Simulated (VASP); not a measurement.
## HgTe: single point with PBE

HgTe:

```
Hg Te
1.0
     0.00000    3.38783    3.14071
     3.38783    0.00000    3.14071
     3.38783    3.38783    0.00000
Hg Te
1 1
Direct
  0.00000 0.00000 0.00000
  0.25000 0.25000 0.25000
```

This cell differs from its parent crystal: epitaxial xy strain +3.0%.

```yaml
Program: VASP 6.6.1
Task: single point
Functional: PBE
Potentials_or_basis: VASP PAW PBE potentials, release 64 (Hg, Te)
Cutoff: 520 eV
k_mesh: 6 × 6 × 6
Occupations: fermi-dirac, width 0.02 eV
Spin: no spin polarisation
```

```yaml
Pressure: 0.7 GPa
Band_gap_on_the_k_mesh: 0.21 eV
```

Stress tensor (GPa, compression positive):
```
0.44 0.00 0.00
0.00 0.44 0.00
0.00 0.00 1.35
```

Levels at points of the mesh, in eV from the valence-band top:
| k point | band 5 | band 6 | band 7 | band 8 | band 9 | band 10 | band 11 | band 12 | band 13 | band 14 |
| --- | --- | --- | --- | --- | --- | --- | --- | --- | --- | --- |
| (0.00, 0.00, 0.00) | -6.48 | -6.44 | -0.82 | 0.00 | 0.00 | 0.21 | 4.44 | 4.46 | 4.46 | 6.59 |
| (0.50, 0.00, 0.00) | -6.43 | -6.19 | -4.97 | -0.93 | -0.63 | 0.75 | 4.99 | 5.40 | 6.93 | 7.84 |
| (0.50, 0.50, 0.00) | -6.41 | -6.00 | -4.78 | -2.10 | -2.10 | 1.65 | 2.57 | 8.36 | 8.68 | 8.68 |
| (0.50, 0.00, 0.50) | -6.41 | -6.11 | -5.09 | -1.89 | -1.73 | 2.16 | 2.83 | 7.88 | 8.37 | 8.70 |

Wall time 19 s on 1 thread of Intel(R) Xeon(R) Platinum 8559C (Emerald Rapids), on a shared host, peak memory 0.21 GiB.

Caveat: the cell differs from its parent crystal (epitaxial xy strain +3.0%); spin-orbit coupling is left out, which moves the levels of the heavy elements.
